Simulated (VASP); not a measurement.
# AlN (Fm-3m) in VASP: notebook

AlN is run at these levels: PBE; tasks: electric field gradients.

Program: VASP 6.6.1. These are calculated values, not measurements. Logs are shortened: lines on timing, memory, paths and dates and some standing lists are left out, and cuts for length are marked.

## Step 1: The cell of the first run

Symmetry: Fm-3m, No. 225, cubic system. The conventional cell has a = 3.969 Å, b = 3.969 Å, c = 3.969 Å, α = 90.00°, β = 90.00°, γ = 90.00°. Al (site symmetry m-3m) has 6 N at 1.98 Å within 2.6 Å. N (site symmetry m-3m) has 6 Al at 1.98 Å within 2.6 Å.

## Step 2: Electric field gradients, PBE (volume scaled by 1.01)

Contents of INCAR:

```
SYSTEM = AlN
ALGO = Normal ; EDIFF = 1E-8
ENCUT = 520 ; GGA = PE
ISIF = 2 ; ISMEAR = -1
LASPH = .TRUE. ; LCHARG = .FALSE.
LEFG = .TRUE. ; LREAL = .FALSE.
LWAVE = .FALSE. ; NBANDS = 11
NELM = 100 ; PREC = Accurate
SIGMA = 0.02
```

Contents of KPOINTS:

```
k-points
0
G
  10 10 10
  0 0 0
```

Contents of POSCAR:

```
AlN
1.0
    0.0000000000      1.9845714768      1.9845714768
    1.9845714768      0.0000000000      1.9845714768
    1.9845714768      1.9845714768      0.0000000000
Al N
1 1
Direct
    0.0000000000      0.0000000000      0.0000000000
    0.5000000000      0.5000000000      0.5000000000
```

Potentials or basis: VASP PAW PBE potentials, release 64 (Al, N).

Command:

```bash
> cat potpaw_PBE.64/Al/POTCAR potpaw_PBE.64/N/POTCAR > POTCAR
> mpirun -np 1 vasp_std > vasp.out
```

OUTCAR:

```text
SYSTEM = AlN
   EDIFF = 1E-8
   ENCUT = 520
   GGA = PE
   ISIF = 2
   ISMEAR = -1
   LASPH = .TRUE.
   LREAL = .FALSE.
   NELM = 100
   PREC = Accurate

 ion  position               nearest neighbor table
   1  0.000  0.000  0.000-   2 1.98   2 1.98   2 1.98   2 1.98   2 1.98   2 1.98
   2  0.500  0.500  0.500-   1 1.98   1 1.98   1 1.98   1 1.98   1 1.98   1 1.98

  LATTYP: Found a face centered cubic cell.
 ALAT       =     3.9691429536

  Lattice vectors:

 A1 = (   0.0000000000,   1.9845714768,   1.9845714768)
 A2 = (   1.9845714768,   0.0000000000,   1.9845714768)
 A3 = (   1.9845714768,   1.9845714768,   0.0000000000)

Analysis of symmetry for initial positions (statically):
=====================================================================
 Subroutine PRICEL returns:
 Original cell was already a primitive cell.

 Routine SETGRP: Setting up the symmetry group for a
 face centered cubic supercell.

 Subroutine GETGRP returns: Found 48 space group operations
[... 9 lines left out ...]

 Routine SETGRP: Setting up the symmetry group for a
 face centered cubic supercell.

 Subroutine GETGRP returns: Found 48 space group operations
[... 11 lines left out ...]
                                     Primitive cell

  volume of cell :      15.6326

  direct lattice vectors                    reciprocal lattice vectors
     0.000000000  1.984571477  1.984571477    -0.251943559  0.251943559  0.251943559
     1.984571477  0.000000000  1.984571477     0.251943559 -0.251943559  0.251943559
     1.984571477  1.984571477  0.000000000     0.251943559  0.251943559 -0.251943559

  length of vectors
     2.806607898  2.806607898  2.806607898     0.436379044  0.436379044  0.436379044

  position of ions in fractional coordinates (direct lattice)
     0.000000000  0.000000000  0.000000000
     0.500000000  0.500000000  0.500000000

  ion indices of the primitive-cell ions
   primitive index   ion index
                 1           1
                 2           2

----------------------------------------------------------------------------------------

 KPOINTS: k-points

Automatic generation of k-mesh.
 Grid dimensions read from file:
 generate k-points for:   10   10   10

 Generating k-lattice:

  Cartesian coordinates                     Fractional coordinates (reciprocal lattice)
    -0.025194356  0.025194356  0.025194356     0.100000000  0.000000000  0.000000000
     0.025194356 -0.025194356  0.025194356     0.000000000  0.100000000  0.000000000
     0.025194356  0.025194356 -0.025194356     0.000000000  0.000000000  0.100000000

  Length of vectors
     0.043637904  0.043637904  0.043637904

  Shift w.r.t. Gamma in fractional coordinates (k-lattice)
     0.000000000  0.000000000  0.000000000

 Subroutine IBZKPT returns following result:
 ===========================================

 Found     47 irreducible k-points:

 Following reciprocal coordinates:
            Coordinates               Weight
  0.000000  0.000000  0.000000      1.000000
  0.100000  0.000000  0.000000      8.000000
  0.200000  0.000000  0.000000      8.000000
  0.300000  0.000000  0.000000      8.000000
  0.400000  0.000000  0.000000      8.000000
  0.500000  0.000000  0.000000      4.000000
[... 16 lines left out ...]
  0.300000  0.300000  0.000000      6.000000
  0.400000  0.300000  0.000000     24.000000
 [... further k-points ...]
   k-points           NKPTS =     47   k-points in BZ     NKDIM =     47   number of bands    NBANDS=     11
   number of dos      NEDOS =    301   number of ions     NIONS =      2
   total plane-waves  NPLWV =  13824
   dimension x,y,z NGX =    24 NGY =   24 NGZ =   24
   dimension x,y,z NGXF=    48 NGYF=   48 NGZF=   48
   ions per type =               1   1
   NGX,Y,Z   is equivalent  to a cutoff of  14.22, 14.22, 14.22 a.u.
   NGXF,Y,Z  is equivalent  to a cutoff of  28.43, 28.43, 28.43 a.u.
 SYSTEM =  AlN
   PREC   = accura    normal or accurate (medium, high low for compatibility)
   ISTART =      0    job   : 0-new  1-cont  2-samecut
   ICHARG =      2    charge: 1-file 2-atom 10-const
   ISPIN  =      1    spin polarized calculation?
   LNONCOLLINEAR =      F non collinear calculations
   LSORBIT =      F    spin-orbit coupling
   LASPH  =      T    aspherical Exc in radial PAW
   ENCUT  =  520.0 eV  38.22 Ry    6.18 a.u.   5.22  5.22  5.22*2*pi/ulx,y,z
   NELM   =    100;   NELMIN=  2; NELMDL= -5     # of ELM steps
   EDIFF  = 0.1E-07   stopping-criterion for ELM
   LREAL  =      F    real-space projection
   EDIFFG = 0.1E-06   stopping-criterion for IOM
   NSW    =      0    number of steps for IOM
   IBRION =     -1    ionic relax: 0-MD 1-quasi-New 2-CG
   NFREE  =      0    steps in history (QN), initial steepest desc. (CG)
   ISIF   =      2    stress and relaxation
   ISYM   =      2    0-nonsym 1-usesym 2-fastsym
   POTIM  = 0.5000    time-step for ionic-motion
   TEBEG  =    0.0;   TEEND  =   0.0 temperature during run
   PSTRESS=    0.0 pullay stress
   NELECT =       8.0000    total number of electrons
   NUPDOWN=      -1.0000    fix difference up-down
   EMIN   =  10.00;   EMAX   =-10.00  energy-range for DOS
   EFERMI =   0.00;   METHOD = LEGACY
   ISMEAR =    -1;   SIGMA  =   0.02  broadening in eV -4-tet -1-fermi 0-gaus
   EFERMI_NEDOS =   21; number of points for ismear=-14 and -15
   IALGO  =     38    algorithm
   IMIX   =      4    mixing-type and parameters
     AMIX     =   0.40;   BMIX     =  1.00
     AMIX_MAG =   1.60;   BMIX_MAG =  1.00
  volume/ion in A,a.u.               =       7.82        52.75
  Fermi-wavevector in a.u.,A,eV,Ry     =   1.309468  2.474535 23.329982  1.714705
  Thomas-Fermi vector in A             =   2.440064
   LORBIT       =      0    0 simple, 1 ext, 2 COOP (PROOUT), +10 PAW based schemes
   GGA     = PE    functional components
   LHFCALC =     F    Hartree Fock is set to
   AEXX    =    0.0000 exact exchange contribution
   IVDW    =     0    specifies the selected vdW correction
   LEPSILON=     F    determine dielectric tensor
   LRPA    =     F    only Hartree local field effects (RPA)
 non-spin polarized calculation
  energy-cutoff  :      520.00
  volume of cell :       15.63
 maximum number of plane-waves:       444
 NGX is ok and might be reduce to    24
   NGX = 11   NGY = 11   NGZ = 11

 number of electron       8.0000000 magnetization

 Free energy of the ion-electron system (eV)
  ---------------------------------------------------
  ext. energy  EPLUGINS =         0.00000000
  ---------------------------------------------------
  free energy    TOTEN  =       -14.46750703 eV

  energy without entropy =      -14.46750703  energy(sigma->0) =      -14.46750703

 E-fermi :  11.0616     XC(G=0): -12.5478

 val. band max:       10.6999605945   @ k =   0.0000   0.0000   0.0000
 cond. band min:      15.8549652754   @ k =   0.5000   0.5000   0.0000
 fundamental gap:      5.1550046809
 Fermi energy:        11.0615605762

 k-point     1 :       0.0000    0.0000    0.0000
  band No.  band energies     occupation
      1      -7.3676      2.00000
      2      10.7000      2.00000
      3      10.7000      2.00000
      4      10.7000      2.00000
      5      17.2032      0.00000
      6      23.0452      0.00000
      7      23.0452      0.00000
      8      23.0452      0.00000
      9      28.3386      0.00000
     10      28.9021      0.00000
     11      28.9021      0.00000

 k-point     2 :       0.1000    0.0000    0.0000
  band No.  band energies     occupation
      1      -7.1514      2.00000
      2       9.6761      2.00000
      3      10.5649      2.00000
      4      10.5649      2.00000
      5      17.7904      0.00000
      6      22.1501      0.00000
      7      23.3739      0.00000
      8      23.3739      0.00000
      9      27.4748      0.00000
     10      27.4748      0.00000
     11      29.6677      0.00000

 k-point     3 :       0.2000    0.0000    0.0000
  band No.  band energies     occupation
      1      -6.5213      2.00000
      2       7.4647      2.00000
      3      10.2382      2.00000
      4      10.2382      2.00000
      5      18.2575      0.00000
      6      21.8368      0.00000
      7      23.6811      0.00000
      8      23.6811      0.00000
      9      26.8247      0.00000
     10      26.8247      0.00000
     11      29.1469      0.00000
[... 267 lines left out ...]
 k-point    23 :       0.3000    0.3000    0.0000
  band No.  band energies     occupation
      1      -4.9804      2.00000
      2       5.7274      2.00000
      3       8.5647      2.00000
      4       8.5647      2.00000
      5      17.3603      0.00000
      6      18.1859      0.00000
      7      23.1264      0.00000
      8      27.0168      0.00000
      9      27.0168      0.00000
     10      31.7662      0.00000
     11      35.6995      0.00000

 k-point    24 :       0.4000    0.3000    0.0000
  band No.  band energies     occupation
      1      -4.1682      2.00000
      2       4.6232      2.00000
      3       7.7478      2.00000
      4       8.2931      2.00000
      5      17.1148      0.00000
      6      17.9202      0.00000
      7      23.5627      0.00000
      8      27.0119      0.00000
      9      27.8484      0.00000
     10      33.1586      0.00000
     11      36.3551      0.00000

 [... further k-points ...]
[... 5 lines left out ...]
  --------------------------------------------------------------------------------------
  -------------------------------------------------------------------------------------
  Total        2.1290139      2.1290139      2.1290139     -0.0000000      0.0000000      0.0000000
  in kB      218.2020567    218.2020567    218.2020567     -0.0000000      0.0000000      0.0000000
  external PRESSURE =     218.2020567 kB  Pullay stress =       0.0000000 kB

 VOLUME and BASIS-vectors are now :
 -----------------------------------------------------------------------------
  energy-cutoff  :      520.00
  volume of cell :       15.63
      direct lattice vectors                 reciprocal lattice vectors
     0.000000000  1.984571477  1.984571477    -0.251943559  0.251943559  0.251943559
     1.984571477  0.000000000  1.984571477     0.251943559 -0.251943559  0.251943559
     1.984571477  1.984571477  0.000000000     0.251943559  0.251943559 -0.251943559

 POSITION                                       TOTAL-FORCE (eV/Angst)
 -----------------------------------------------------------------------------------
      0.00000      0.00000      0.00000         0.000000      0.000000      0.000000
      1.98457      1.98457      1.98457         0.000000      0.000000      0.000000
 -----------------------------------------------------------------------------------
    total drift:                               -0.000000     -0.000000      0.000000

  FREE ENERGIE OF THE ION-ELECTRON SYSTEM (eV)
  ---------------------------------------------------
  free  energy   TOTEN  =       -14.4675070309 eV

  energy  without entropy=      -14.4675070308  energy(sigma->0) =      -14.46750703

 Electric field gradients (V/A^2)
---------------------------------------------------------------------
 ion       V_xx      V_yy      V_zz      V_xy      V_xz      V_yz
---------------------------------------------------------------------
   1       0.000     0.000    -0.000     0.000     0.000     0.000
   2      -0.000     0.000    -0.000     0.000     0.000     0.000
---------------------------------------------------------------------

 Electric field gradients after diagonalization (V/A^2)
 (convention: |V_zz| > |V_xx| > |V_yy|)
----------------------------------------------------------------------
 ion       V_xx      V_yy      V_zz     asymmetry (V_yy - V_xx)/ V_zz
----------------------------------------------------------------------
   1      -0.000    -0.000     0.000       0.000
   2      -0.000    -0.000     0.000       0.000
----------------------------------------------------------------------

           NMR quadrupolar parameters

 Cq : quadrupolar parameter    Cq=e*Q*V_zz/h
 eta: asymmetry parameters     (V_yy - V_xx)/ V_zz
 Q  : nuclear electric quadrupole moment in mb (millibarn)
----------------------------------------------------------------------
 ion       Cq(MHz)       eta       Q (mb)
----------------------------------------------------------------------
   1       0.000       0.000       1.000
   2       0.000       0.000       1.000
----------------------------------------------------------------------
```

Run time: 5.3 s. Hardware: 1 thread of Intel Xeon Platinum 8488C (Sapphire Rapids), shared host; peak memory 0.13 GiB.

What came out:

```
Free energy            : -14.4675 eV
Pressure               : 21.8 GPa
Band gap on the k mesh : 5.16 eV, indirect (least direct gap 6.50 eV)
```

Caveat: without QUAD_EFG the Cq values of the log hold for a quadrupole moment of 1 mb, not for the nuclei.

[end of part 1 of 2]
